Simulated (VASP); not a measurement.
# Al (P6/mmm) in VASP: single point with PBE

Aim: the single point of Al with PBE.

Program: VASP 6.6.1. These are calculated values, not measurements. Logs are shortened: lines on timing, memory, paths and dates and some standing lists are left out, and cuts for length are marked.

**1. The cell of the first run**

The structure is hexagonal, space group P6/mmm (No. 191). The conventional cell has a = 2.212 Å, b = 2.212 Å, c = 4.654 Å, α = 90.00°, β = 90.00°, γ = 120.00°. Within 2.9 Å of Al (site symmetry 6/mmm) lie 6 Al at 2.21 Å.

**2. Single point, PBE (B replaced by Al, lengths x 1.264, strained)**

File INCAR:

```
ALGO = Normal ; EDIFF = 1E-6
ENCUT = 520 ; GGA = PE
ISIF = 2 ; ISMEAR = 0
LASPH = True ; LCHARG = True
LELF = True ; LREAL = False
LVHAR = True ; LWAVE = False
NBANDS = 8 ; NELM = 60
PREC = Accurate ; SIGMA = 0.1
```

File KPOINTS:

```
k-points
0
Gamma
  21 21 10
```

File POSCAR:

```
Al
1.0
    2.2116600349      0.0000000000      0.0000000000
   -1.1058300174      1.9153537747      0.0000000000
    0.0000000000      0.0000000000      4.6538956500
Al
1
Direct
    0.0000000000      0.0000000000      0.0000000000
```

Potentials or basis: VASP PAW PBE potentials, release 64 (Al).

On the command line:

```console
$ cat potpaw_PBE.64/Al/POTCAR > POTCAR
$ mpirun -np 1 vasp_std > vasp.out
```

OUTCAR:

```text
EDIFF = 1E-6
   ENCUT = 520
   GGA = PE
   ISIF = 2
   ISMEAR = 0
   LASPH = True
   LREAL = False
   NELM = 60
   PREC = Accurate

 ion  position               nearest neighbor table
   1  0.000  0.000  0.000-

  LATTYP: Found a hexagonal cell.
 ALAT       =     2.2116600349
 C/A-ratio  =     2.1042545312

  Lattice vectors:

 A1 = (   2.2116600349,   0.0000000000,   0.0000000000)
 A2 = (  -1.1058300174,   1.9153537747,   0.0000000000)
 A3 = (   0.0000000000,   0.0000000000,   4.6538956500)

Analysis of symmetry for initial positions (statically):
=====================================================================
 Subroutine PRICEL returns:
 Original cell was already a primitive cell.

 Routine SETGRP: Setting up the symmetry group for a
 hexagonal supercell.

 Subroutine GETGRP returns: Found 24 space group operations
 (whereof 24 operations were pure point group operations)
 out of a pool of 24 trial point group operations.

The static configuration has the point symmetry D_6h.

Analysis of symmetry for dynamics (positions and initial velocities):
=====================================================================
 Subroutine PRICEL returns:
 Original cell was already a primitive cell.

 Routine SETGRP: Setting up the symmetry group for a
 hexagonal supercell.

 Subroutine GETGRP returns: Found 24 space group operations
 (whereof 24 operations were pure point group operations)
 out of a pool of 24 trial point group operations.

The dynamic configuration has the point symmetry D_6h.

 Subroutine INISYM returns: Found 24 space group operations
 (whereof 24 operations are pure point group operations),
 and found     1 'primitive' translations

----------------------------------------------------------------------------------------

                                     Primitive cell

  volume of cell :      19.7144

  direct lattice vectors                    reciprocal lattice vectors
     2.211660035  0.000000000  0.000000000     0.452149057  0.261048380  0.000000000
    -1.105830017  1.915353775  0.000000000     0.000000000  0.522096760  0.000000000
     0.000000000  0.000000000  4.653895650     0.000000000  0.000000000  0.214873748

  length of vectors
     2.211660035  2.211660035  4.653895650     0.522096760  0.522096760  0.214873748

  position of ions in fractional coordinates (direct lattice)
     0.000000000  0.000000000  0.000000000

[... 76 lines left out ...]
   LREAL  =      F    real-space projection
   EDIFFG = 0.1E-04   stopping-criterion for IOM
   NSW    =      0    number of steps for IOM
   IBRION =     -1    ionic relax: 0-MD 1-quasi-New 2-CG
   NFREE  =      0    steps in history (QN), initial steepest desc. (CG)
   ISIF   =      2    stress and relaxation
   ISYM   =      2    0-nonsym 1-usesym 2-fastsym
   POTIM  = 0.5000    time-step for ionic-motion
   TEBEG  =    0.0;   TEEND  =   0.0 temperature during run
   PSTRESS=    0.0 pullay stress
   NELECT =       3.0000    total number of electrons
   NUPDOWN=      -1.0000    fix difference up-down
   EMIN   =  10.00;   EMAX   =-10.00  energy-range for DOS
   EFERMI =   0.00;   METHOD = LEGACY
   ISMEAR =     0;   SIGMA  =   0.10  broadening in eV -4-tet -1-fermi 0-gaus
   EFERMI_NEDOS =   21; number of points for ismear=-14 and -15
   IALGO  =     38    algorithm
   IMIX   =      4    mixing-type and parameters
     AMIX     =   0.40;   BMIX     =  1.00
     AMIX_MAG =   1.60;   BMIX_MAG =  1.00
  volume/ion in A,a.u.               =      19.71       133.04
  Fermi-wavevector in a.u.,A,eV,Ry     =   0.874018  1.651655 10.393602  0.763908
  Thomas-Fermi vector in A             =   1.993491
   LORBIT       =      0    0 simple, 1 ext, 2 COOP (PROOUT), +10 PAW based schemes
   GGA     = PE    functional components
   LHFCALC =     F    Hartree Fock is set to
   AEXX    =    0.0000 exact exchange contribution
   IVDW    =     0    specifies the selected vdW correction
   LEPSILON=     F    determine dielectric tensor
   LRPA    =     F    only Hartree local field effects (RPA)
 non-spin polarized calculation
 Gauss-broadening in eV      SIGMA  =   0.10
  energy-cutoff  :      520.00
  volume of cell :       19.71
 maximum number of plane-waves:       546
   NGX =  9   NGY =  9   NGZ = 17

 number of electron       3.0000000 magnetization

 Free energy of the ion-electron system (eV)
  ---------------------------------------------------
  ext. energy  EPLUGINS =         0.00000000
  ---------------------------------------------------
  free energy    TOTEN  =        -1.36158591 eV

  energy without entropy =       -1.35786722  energy(sigma->0) =       -1.35972657

 E-fermi :   5.4124     XC(G=0):  -8.6760

 val. band max:        5.4034639985   @ k =   0.3333   0.2857   0.5000
 cond. band min:       5.4126875864   @ k =   0.3810   0.1905   0.0000
 fundamental gap:      0.0092235879
 Fermi energy:         5.4123754969

 k-point     1 :       0.0000    0.0000    0.0000
  band No.  band energies     occupation
      1      -6.2468      2.00000
      2       2.2647      2.00000
      3       6.5681      0.00000
      4      21.6854      0.00000
      5      24.4258      0.00000
      6      25.0882      0.00000
      7      25.0882      0.00000
      8      30.8196      0.00000
[... 243 lines left out ...]
 k-point    24 :       0.1905    0.0952    0.0000
  band No.  band energies     occupation
      1      -3.7726      2.00000
      2       4.5823      2.00000
      3       9.0136      0.00000
      4      14.2282      0.00000
      5      20.3039      0.00000
      6      23.7284      0.00000
      7      24.8593      0.00000
      8      26.6956      0.00000

 [... further k-points ...]

------------------------ aborting loop because EDIFF is reached ----------------------------------------

  FORCE on cell =-STRESS in cart. coord.  units (eV):
  Direction    XX          YY          ZZ          XY          YZ          ZX
  --------------------------------------------------------------------------------------
  -------------------------------------------------------------------------------------
  Total       10.6401091     10.6401091     -0.1699552      0.0000000     -0.0000000      0.0000000
  in kB      864.7143219    864.7143218    -13.8121402      0.0000000     -0.0000000      0.0000000
  external PRESSURE =     571.8721678 kB  Pullay stress =       0.0000000 kB

 VOLUME and BASIS-vectors are now :
 -----------------------------------------------------------------------------
  energy-cutoff  :      520.00
  volume of cell :       19.71
      direct lattice vectors                 reciprocal lattice vectors
     2.211660035  0.000000000  0.000000000     0.452149057  0.261048380  0.000000000
    -1.105830017  1.915353775  0.000000000     0.000000000  0.522096760  0.000000000
     0.000000000  0.000000000  4.653895650     0.000000000  0.000000000  0.214873748

 POSITION                                       TOTAL-FORCE (eV/Angst)
 -----------------------------------------------------------------------------------
      0.00000      0.00000      0.00000         0.000000      0.000000      0.000000
 -----------------------------------------------------------------------------------
    total drift:                               -0.000000      0.000000     -0.000000

  FREE ENERGIE OF THE ION-ELECTRON SYSTEM (eV)
  ---------------------------------------------------
  free  energy   TOTEN  =        -1.3615859076 eV

  energy  without entropy=       -1.3578672233  energy(sigma->0) =       -1.35972657
```

OSZICAR:

```text
N       E                     dE             d eps       ncg     rms          rms(c)
DAV:   1     0.955523951575E+00    0.95552E+00   -0.92232E+02  4632   0.206E+02
DAV:   2    -0.187972014663E+01   -0.28352E+01   -0.26556E+01  6472   0.248E+01
DAV:   3    -0.190600164345E+01   -0.26281E-01   -0.26199E-01  5912   0.278E+00
DAV:   4    -0.190624819079E+01   -0.24655E-03   -0.24653E-03  6968   0.217E-01
DAV:   5    -0.190625041735E+01   -0.22266E-05   -0.22270E-05  6072   0.144E-02    0.330E+00
DAV:   6    -0.148336411194E+01    0.42289E+00   -0.39638E-01  4720   0.185E+00    0.186E+00
DAV:   7    -0.136135031907E+01    0.12201E+00   -0.40941E-01  4792   0.189E+00    0.462E-01
DAV:   8    -0.136649402682E+01   -0.51437E-02   -0.43892E-02  4904   0.637E-01    0.280E-01
DAV:   9    -0.136182587831E+01    0.46681E-02   -0.75451E-03  4920   0.286E-01    0.199E-01
DAV:  10    -0.136155967836E+01    0.26620E-03   -0.22068E-04  6056   0.729E-02    0.747E-01
DAV:  11    -0.136159461762E+01   -0.34939E-04   -0.71619E-04  4904   0.998E-02    0.113E-02
DAV:  12    -0.136158845826E+01    0.61594E-05   -0.11337E-05  6496   0.151E-02    0.262E-02
DAV:  13    -0.136158615077E+01    0.23075E-05   -0.43820E-06  5264   0.697E-03    0.821E-03
DAV:  14    -0.136158590764E+01    0.24314E-06   -0.17161E-06  5128   0.437E-03
   1 F= -.13615859E+01 E0= -.13597266E+01  d E =-.371868E-02
```

stdout:

```text
POSCAR found type information on POSCAR Al
 POSCAR found :  1 types and       1 ions
 scaLAPACK will be used
 LDA part: xc-table for (Slater+PW92), standard interpolation
 POSCAR, INCAR and KPOINTS ok, starting setup
 FFT: planning ... GRIDC
 FFT: planning ... GRID_SOFT
 FFT: planning ... GRID
 WAVECAR not read
 entering main loop
```

Run time: 11 s. Hardware: 1 thread of Intel Xeon 6975P-C (Granite Rapids), shared host; peak memory 0.14 GiB.

What came out:

```yaml
Free_energy: -1.3616 eV
Pressure: 57.2 GPa
```

Stress tensor (GPa, compression positive):
```
86.47  0.00  0.00
 0.00 86.47  0.00
 0.00  0.00 -1.38
```

Levels at points of the mesh, in eV from the Fermi level:
```tsv
k point	band 1	band 2	band 3	band 4	band 5	band 6	band 7
(0.00, 0.00, 0.00)	-11.66	-3.15	1.16	16.27	19.01	19.68	19.68
(0.00, 0.00, 0.50)	-11.50	-4.61	6.46	7.52	19.69	19.69	25.46
```

Caveat: the cell differs from its parent crystal (B replaced by Al, lengths x 1.264, strained).
